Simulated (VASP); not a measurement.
A run of VASP 6.6.1 is set up as follows.

Contents of INCAR:

```
PREC = Accurate
ENCUT = 520
EDIFF = 1E-7
ISMEAR = -1
SIGMA = 0.1
LREAL = F
LASPH = T
NELM = 60
ALGO = Normal
ISIF = 2
LWAVE = F
LCHARG = T
GGA = PS
LELF = T
LVHAR = T
NBANDS = 12
```

The input KPOINTS:

```
Automatic mesh
0
Gamma
  18 18 18
```

The input POSCAR:

```
Cu
1.0
    0.0000000000      1.5355995949      1.5355995949
    1.5355995949      0.0000000000      1.5355995949
    1.5355995949      1.5355995949      0.0000000000
Cu
1
Direct
    0.0000000000      0.0000000000      0.0000000000
```

Potentials or basis: VASP PAW PBE potentials, release 64 (Cu).

Command:

```console
$ cat potpaw_PBE.64/Cu/POTCAR > POTCAR
$ mpirun -np 1 vasp_std > vasp.out
```

Q: What does it give for the pressure?

A: 226.8 GPa.

Caveat: the PAW data sets were made with another functional, which shifts forces and pressure a little.
